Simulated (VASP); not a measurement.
# MgO (P6_3/mmc) in VASP: further runs

Runs on MgO. Level: PBE. Tasks: single point.

All numbers are computed with VASP 6.6.1; they aren't measurements. Logs are shortened: lines on timing, memory, paths and dates and some standing lists are left out, and cuts for length are marked.

**1. The cell of the first run**

Symmetry: P6_3/mmc, No. 194, hexagonal system. The conventional cell has a = 3.556 Å, b = 3.556 Å, c = 4.324 Å, α = 90.00°, β = 90.00°, γ = 120.00°. Within 2.7 Å of Mg (site symmetry -6m2) lie 5 O at 2.05 to 2.16 Å. Within 2.7 Å of O (site symmetry -6m2) lie 5 Mg at 2.05 to 2.16 Å.

**2. Single point, PBE**

Contents of INCAR:

```
SYSTEM = MgO
PREC = Accurate ; ENCUT = 520
EDIFF = 1E-6 ; ISMEAR = 0
SIGMA = 0.05 ; LREAL = .FALSE.
LASPH = .TRUE. ; NELM = 60
ALGO = Normal ; ISIF = 2
LWAVE = .FALSE. ; LCHARG = .FALSE.
GGA = PE ; NBANDS = 16
```

Contents of KPOINTS:

```
Automatic mesh
0
G
  9 9 6
  0 0 0
```

Contents of POSCAR:

```
MgO
1.0
    3.5565000000      0.0000000000      0.0000000000
   -1.7782500000      3.0800193485      0.0000000000
    0.0000000000      0.0000000000      4.3242000000
Mg O
2 2
Direct
    0.6666666667      0.3333333333      0.7500000000
    0.3333333333      0.6666666667      0.2500000000
    0.6666666667      0.3333333333      0.2500000000
    0.3333333333      0.6666666667      0.7500000000
```

Potentials or basis: VASP PAW PBE potentials, release 64 (Mg, O).

Command:

```sh
> cat potpaw_PBE.64/Mg/POTCAR potpaw_PBE.64/O/POTCAR > POTCAR
> mpirun -np 1 vasp_std > vasp.out
```

OUTCAR:

```text
SYSTEM = MgO
   PREC = Accurate
   ENCUT = 520
   EDIFF = 1E-6
   ISMEAR = 0
   LREAL = .FALSE.
   LASPH = .TRUE.
   NELM = 60
   ISIF = 2
   GGA = PE

 ion  position               nearest neighbor table
   1  0.667  0.333  0.750-   4 2.05   4 2.05   4 2.05   3 2.16   3 2.16   2 2.98   2 2.98   2 2.98
                             2 2.98   2 2.98   2 2.98
   2  0.333  0.667  0.250-   3 2.05   3 2.05   3 2.05   4 2.16   4 2.16   1 2.98   1 2.98   1 2.98
                             1 2.98   1 2.98   1 2.98
   3  0.667  0.333  0.250-   2 2.05   2 2.05   2 2.05   1 2.16   1 2.16
   4  0.333  0.667  0.750-   1 2.05   1 2.05   1 2.05   2 2.16   2 2.16

  LATTYP: Found a hexagonal cell.
 ALAT       =     3.5565000000
 C/A-ratio  =     1.2158582876

  Lattice vectors:

 A1 = (   3.5565000000,   0.0000000000,   0.0000000000)
 A2 = (  -1.7782500000,   3.0800193485,   0.0000000000)
 A3 = (   0.0000000000,   0.0000000000,   4.3242000000)

Analysis of symmetry for initial positions (statically):
=====================================================================
 Subroutine PRICEL returns:
 Original cell was already a primitive cell.

 Routine SETGRP: Setting up the symmetry group for a
 hexagonal supercell.

 Subroutine GETGRP returns: Found 24 space group operations
 (whereof 12 operations were pure point group operations)
 out of a pool of 24 trial point group operations.

The static configuration has the point symmetry D_3d.
 The point group associated with its full space group is D_6h.

Analysis of symmetry for dynamics (positions and initial velocities):
=====================================================================
 Subroutine PRICEL returns:
 Original cell was already a primitive cell.

 Routine SETGRP: Setting up the symmetry group for a
 hexagonal supercell.

 Subroutine GETGRP returns: Found 24 space group operations
 (whereof 12 operations were pure point group operations)
 out of a pool of 24 trial point group operations.

The dynamic configuration has the point symmetry D_3d.
 The point group associated with its full space group is D_6h.

 Subroutine INISYM returns: Found 24 space group operations
 (whereof 12 operations are pure point group operations),
 and found     1 'primitive' translations

----------------------------------------------------------------------------------------

                                     Primitive cell

  volume of cell :      47.3677

  direct lattice vectors                    reciprocal lattice vectors
     3.556500000  0.000000000  0.000000000     0.281175313  0.162336643  0.000000000
    -1.778250000  3.080019349  0.000000000     0.000000000  0.324673285  0.000000000
     0.000000000  0.000000000  4.324200000     0.000000000  0.000000000  0.231256649

  length of vectors
     3.556500000  3.556500000  4.324200000     0.324673285  0.324673285  0.231256649

  position of ions in fractional coordinates (direct lattice)
     0.666666667  0.333333333  0.750000000
     0.333333333  0.666666667  0.250000000
     0.666666667  0.333333333  0.250000000
     0.333333333  0.666666667  0.750000000

  ion indices of the primitive-cell ions
   primitive index   ion index
                 1           1
                 2           2
                 3           3
                 4           4

----------------------------------------------------------------------------------------

 KPOINTS: Automatic mesh

Automatic generation of k-mesh.
 Grid dimensions read from file:
 generate k-points for:    9    9    6

 Generating k-lattice:

  Cartesian coordinates                     Fractional coordinates (reciprocal lattice)
     0.031241701  0.018037405  0.000000000     0.111111111  0.000000000  0.000000000
     0.000000000  0.036074809  0.000000000     0.000000000  0.111111111  0.000000000
     0.000000000  0.000000000  0.038542775     0.000000000  0.000000000  0.166666667

  Length of vectors
     0.036074809  0.036074809  0.038542775

  Shift w.r.t. Gamma in fractional coordinates (k-lattice)
     0.000000000  0.000000000  0.000000000

 Subroutine IBZKPT returns following result:
 ===========================================

 Found     48 irreducible k-points:

 Following reciprocal coordinates:
            Coordinates               Weight
  0.000000  0.000000  0.000000      1.000000
  0.111111  0.000000  0.000000      6.000000
  0.222222 -0.000000  0.000000      6.000000
  0.333333  0.000000  0.000000      6.000000
  0.444444 -0.000000  0.000000      6.000000
  0.111111  0.111111  0.000000      6.000000
[... 16 lines left out ...]
  0.333333  0.222222  0.166667     24.000000
  0.333333  0.333333  0.166667      4.000000
 [... further k-points ...]
   k-points           NKPTS =     48   k-points in BZ     NKDIM =     48   number of bands    NBANDS=     16
   number of dos      NEDOS =    301   number of ions     NIONS =      4
   total plane-waves  NPLWV =  25088
   dimension x,y,z NGX =    28 NGY =   28 NGZ =   32
   dimension x,y,z NGXF=    56 NGYF=   56 NGZF=   64
   ions per type =               2   2
   NGX,Y,Z   is equivalent  to a cutoff of  13.09, 13.09, 12.30 a.u.
   NGXF,Y,Z  is equivalent  to a cutoff of  26.18, 26.18, 24.61 a.u.
 SYSTEM =  MgO
   PREC   = accura    normal or accurate (medium, high low for compatibility)
   ISTART =      0    job   : 0-new  1-cont  2-samecut
   ICHARG =      2    charge: 1-file 2-atom 10-const
   ISPIN  =      1    spin polarized calculation?
   LNONCOLLINEAR =      F non collinear calculations
   LSORBIT =      F    spin-orbit coupling
   LASPH  =      T    aspherical Exc in radial PAW
   ENCUT  =  520.0 eV  38.22 Ry    6.18 a.u.   6.61  6.61  8.04*2*pi/ulx,y,z
   NELM   =     60;   NELMIN=  2; NELMDL= -5     # of ELM steps
   EDIFF  = 0.1E-05   stopping-criterion for ELM
   LREAL  =      F    real-space projection
   EDIFFG = 0.1E-04   stopping-criterion for IOM
   NSW    =      0    number of steps for IOM
   IBRION =     -1    ionic relax: 0-MD 1-quasi-New 2-CG
   NFREE  =      0    steps in history (QN), initial steepest desc. (CG)
   ISIF   =      2    stress and relaxation
   ISYM   =      2    0-nonsym 1-usesym 2-fastsym
   POTIM  = 0.5000    time-step for ionic-motion
   TEBEG  =    0.0;   TEEND  =   0.0 temperature during run
   PSTRESS=    0.0 pullay stress
   NELECT =      16.0000    total number of electrons
   NUPDOWN=      -1.0000    fix difference up-down
   EMIN   =  10.00;   EMAX   =-10.00  energy-range for DOS
   EFERMI =   0.00;   METHOD = LEGACY
   ISMEAR =     0;   SIGMA  =   0.05  broadening in eV -4-tet -1-fermi 0-gaus
   EFERMI_NEDOS =   21; number of points for ismear=-14 and -15
   IALGO  =     38    algorithm
   IMIX   =      4    mixing-type and parameters
     AMIX     =   0.40;   BMIX     =  1.00
     AMIX_MAG =   1.60;   BMIX_MAG =  1.00
  volume/ion in A,a.u.               =      11.84        79.91
  Fermi-wavevector in a.u.,A,eV,Ry     =   1.140129  2.154532 17.686146  1.299895
  Thomas-Fermi vector in A             =   2.276832
   LORBIT       =      0    0 simple, 1 ext, 2 COOP (PROOUT), +10 PAW based schemes
   GGA     = PE    functional components
   LHFCALC =     F    Hartree Fock is set to
   AEXX    =    0.0000 exact exchange contribution
   IVDW    =     0    specifies the selected vdW correction
   LEPSILON=     F    determine dielectric tensor
   LRPA    =     F    only Hartree local field effects (RPA)
 non-spin polarized calculation
 Gauss-broadening in eV      SIGMA  =   0.05
  energy-cutoff  :      520.00
  volume of cell :       47.37
 maximum number of plane-waves:      1299
 NGX is ok and might be reduce to    28
   NGX = 13   NGY = 13   NGZ = 17

 number of electron      15.9999992 magnetization

 Free energy of the ion-electron system (eV)
  ---------------------------------------------------
  ext. energy  EPLUGINS =         0.00000000
  ---------------------------------------------------
  free energy    TOTEN  =       -23.64149717 eV

  energy without entropy =      -23.64149717  energy(sigma->0) =      -23.64149717

 E-fermi :   1.8205     XC(G=0):  -9.7542

 val. band max:        1.5620677272   @ k =   0.0000   0.0000   0.0000
 cond. band min:       4.6057544378   @ k =   0.0000   0.0000   0.0000
 fundamental gap:      3.0436867105
 Fermi energy:         1.8205425336

 k-point     1 :       0.0000    0.0000    0.0000
  band No.  band energies     occupation
      1     -15.0784      2.00000
      2     -13.8834      2.00000
      3      -1.8643      2.00000
      4      -0.0360      2.00000
      5      -0.0360      2.00000
      6       0.8103      2.00000
[... 8 lines left out ...]
     15      16.4610      0.00000
     16      16.7858      0.00000

 k-point     2 :       0.1111    0.0000    0.0000
  band No.  band energies     occupation
      1     -15.0251      2.00000
      2     -13.8915      2.00000
      3      -1.7718      2.00000
      4      -0.2246      2.00000
      5      -0.1248      2.00000
      6       0.5105      2.00000
[... 8 lines left out ...]
     15      16.2109      0.00000
     16      16.2272      0.00000

 k-point     3 :       0.2222   -0.0000    0.0000
  band No.  band energies     occupation
      1     -14.8784      2.00000
      2     -13.9218      2.00000
      3      -1.5070      2.00000
      4      -0.7753      2.00000
      5      -0.3124      2.00000
      6       0.0847      2.00000
[... 8 lines left out ...]
     15      15.3121      0.00000
     16      15.6083      0.00000

 k-point     4 :       0.3333    0.0000    0.0000
  band No.  band energies     occupation
      1     -14.6792      2.00000
      2     -13.9869      2.00000
      3      -1.3790      2.00000
      4      -1.1152      2.00000
      5      -0.4891      2.00000
      6      -0.1941      2.00000
[... 8 lines left out ...]
     15      15.0964      0.00000
     16      15.4277      0.00000
[... 324 lines left out ...]
 k-point    22 :       0.2222    0.2222    0.1667
  band No.  band energies     occupation
      1     -14.5284      2.00000
      2     -14.0585      2.00000
      3      -1.4706      2.00000
      4      -1.4331      2.00000
      5      -0.4491      2.00000
      6      -0.1126      2.00000
[... 8 lines left out ...]
     15      15.1395      0.00000
     16      16.5303      0.00000

 k-point    23 :       0.3333    0.2222    0.1667
  band No.  band energies     occupation
      1     -14.3742      2.00000
      2     -14.1401      2.00000
      3      -1.7230      2.00000
      4      -1.1933      2.00000
      5      -0.8190      2.00000
      6       0.1250      2.00000
[... 8 lines left out ...]
     15      15.0757      0.00000
     16      16.5437      0.00000

 k-point    24 :       0.3333    0.3333    0.1667
  band No.  band energies     occupation
      1     -14.2445      2.00000
      2     -14.2445      2.00000
      3      -1.6766      2.00000
      4      -1.0927      2.00000
      5      -1.0927      2.00000
      6       0.4455      2.00000
[... 8 lines left out ...]
     15      15.0900      0.00000
     16      17.2837      0.00000

 [... further k-points ...]
[... 5 lines left out ...]
  --------------------------------------------------------------------------------------
  -------------------------------------------------------------------------------------
  Total       -1.3653175     -1.3653175     -1.8142762      0.0000000      0.0000000      0.0000000
  in kB      -46.1808803    -46.1808803    -61.3665842      0.0000000      0.0000000      0.0000000
  external PRESSURE =     -51.2427816 kB  Pullay stress =       0.0000000 kB

 VOLUME and BASIS-vectors are now :
 -----------------------------------------------------------------------------
  energy-cutoff  :      520.00
  volume of cell :       47.37
      direct lattice vectors                 reciprocal lattice vectors
     3.556500000  0.000000000  0.000000000     0.281175313  0.162336643  0.000000000
    -1.778250000  3.080019349  0.000000000     0.000000000  0.324673285  0.000000000
     0.000000000  0.000000000  4.324200000     0.000000000  0.000000000  0.231256649

 POSITION                                       TOTAL-FORCE (eV/Angst)
 -----------------------------------------------------------------------------------
      1.77825      1.02667      3.24315         0.000000      0.000000      0.000000
     -0.00000      2.05335      1.08105        -0.000000     -0.000000      0.000000
      1.77825      1.02667      1.08105        -0.000000      0.000000      0.000000
     -0.00000      2.05335      3.24315         0.000000     -0.000000      0.000000
 -----------------------------------------------------------------------------------
    total drift:                                0.000000     -0.000000      0.000000

  FREE ENERGIE OF THE ION-ELECTRON SYSTEM (eV)
  ---------------------------------------------------
  free  energy   TOTEN  =       -23.6414971694 eV

  energy  without entropy=      -23.6414971694  energy(sigma->0) =      -23.64149717
```

Run time: 25 s. Hardware: 1 thread of AMD EPYC 9R45 (Zen 5), shared host; peak memory 0.14 GiB.

What came out:

* Free energy: -23.6415 eV
* Pressure: -5.1 GPa
* Band gap on the k mesh: 3.04 eV, direct

Levels at points of the mesh, in eV from the valence-band top:
| k point | band 4 | band 5 | band 6 | band 7 | band 8 | band 9 | band 10 | band 11 | band 12 | band 13 |
| --- | --- | --- | --- | --- | --- | --- | --- | --- | --- | --- |
| (0.00, 0.00, 0.00) | -1.60 | -1.60 | -0.75 | -0.75 | 0.00 | 3.04 | 8.82 | 11.52 | 12.12 | 12.12 |
| (0.00, 0.00, 0.50) | -2.30 | -1.19 | -1.19 | -1.19 | -1.19 | 6.03 | 6.03 | 12.48 | 12.48 | 12.48 |

**3. Single point, PBE**

This run uses another cell than the first one, of 11.69 Å³/atom, 0.988 times its volume.

Contents of INCAR:

```
SYSTEM = MgO
  PREC = Accurate
  ENCUT = 520
  EDIFF = 1E-6
  ISMEAR = 0
  SIGMA = 0.05
  LREAL = .FALSE.
  LASPH = .TRUE.
  NELM = 80
  ALGO = Normal
  ISIF = 2
  LWAVE = .FALSE.
  LCHARG = .TRUE.
  GGA = PE
  LELF = .TRUE.
  LVHAR = .TRUE.
  NBANDS = 16
```

Contents of KPOINTS:

```
regular mesh
0
G
  9 9 6
  0 0 0
```

Contents of POSCAR:

```
MgO
1.0
    3.6622000000      0.0000000000      0.0000000000
   -1.8311000000      3.1715582337      0.0000000000
    0.0000000000      0.0000000000      4.0274000000
Mg O
2 2
Direct
    0.6666666667      0.3333333333      0.7500000000
    0.3333333333      0.6666666667      0.2500000000
    0.6666666667      0.3333333333      0.2500000000
    0.3333333333      0.6666666667      0.7500000000
```

Potentials or basis: VASP PAW PBE potentials, release 64 (Mg, O).

Command:

```sh
> cat potpaw_PBE.64/Mg/POTCAR potpaw_PBE.64/O/POTCAR > POTCAR
> mpirun -np 1 vasp_std > vasp.out
```

Wall time 29 s (1 thread of AMD EPYC 9R45 (Zen 5), shared host); peak memory 0.14 GiB.

Results (log left out):

- Free energy: -23.5455 eV
- Pressure: -1.3 GPa
- Band gap on the k mesh: 3.27 eV, direct

Stress tensor (GPa, compression positive):
```
-6.11  0.00  0.00
 0.00 -6.11  0.00
 0.00  0.00  8.20
```

Levels at points of the mesh, in eV from the valence-band top:
```
           k point  band 6  band 7  band 8  band 9  band 10  band 11
(0.00, 0.00, 0.00)   -0.49   -0.49    0.00    3.27     9.52    11.78
(0.00, 0.00, 0.50)   -1.06   -1.06   -1.06    6.37     6.37    12.13
```

PBE gaps usually lie below the measured ones, often by a third to a half.

(Continued in part 2 of 2.)
